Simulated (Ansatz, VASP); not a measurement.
## Ba: VASP beside Ansatz

The input INCAR:

```
SYSTEM = Ba
  ALGO = Normal
  EDIFF = 1E-6
  ENCUT = 520
  GGA = PE
  ISIF = 2
  ISMEAR = -1
  LASPH = .True.
  LCHARG = .False.
  LREAL = .False.
  LWAVE = .False.
  NBANDS = 28
  NELM = 100
  PREC = Accurate
  SIGMA = 0.1
```

KPOINTS

```
k-points
0
Gamma
  9 9 3
  0 0 0
```

POSCAR

```
Ba
1.0
    4.3689762995      0.0000000000      0.0000000000
   -2.1844881497      3.7836444639      0.0000000000
    0.0000000000      0.0000000000     14.2690787771
Ba
4
Direct
    0.0000000000      1.0000000000      0.0000000000
    0.0000000000      1.0000000000      0.5000000000
    0.3333333333      0.6666666667      0.2500000000
    0.6666666667      0.3333333333      0.7500000000
```

Input for Ansatz:

```yaml
crystal:
  lattice:
    - [4.3689762995, 0.0, 0.0]
    - [-2.1844881497, 3.7836444639, 0.0]
    - [0.0, 0.0, 14.2690787771]
  atoms:
    - { symbol: Ba, position: [0.0, 1.0, 0.0] }
    - { symbol: Ba, position: [0.0, 1.0, 0.5] }
    - { symbol: Ba, position: [0.3333333333, 0.6666666667, 0.25] }
    - { symbol: Ba, position: [0.6666666667, 0.3333333333, 0.75] }
hamiltonian:
  xc: pbe
  pseudopotentials:
    kind: paw
    azcp:
      Ba: "pseudopotentials/Ba.paw.azcp"
basis:
  ecutwfc: 420
  fft_grid_basis: typed
kpoints:
  mp_grid: { grid: [9, 9, 3], shift: [0, 0, 0] }
magnetization:
  spin_polarized: false
scf:
  occupations: { method: fermi_dirac, width: 0.1 }
  lower_state_search: "off"
output:
  stress: true
```

Alike in both runs: task single point; functional PBE; k mesh 9 × 9 × 3; occupations fermi-dirac, width 0.1 eV; no spin polarisation.

```csv
,VASP,Ansatz
version,VASP 6.6.1,Ansatz 0.2.0
potentials or method,"VASP PAW PBE potentials, release 64 (Ba_sv), cutoff 520 eV","plane waves (420 eV) with PAW, scalar-relativistic"
valence electrons in the cell,40,40
```

```tsv
	VASP	Ansatz	Ansatz less VASP
pressure (GPa)	0.8	0.8	-0.07
```

With one functional, cell and mesh, what is left measures potentials, basis and numerics.

Neither program's run includes spin-orbit coupling.
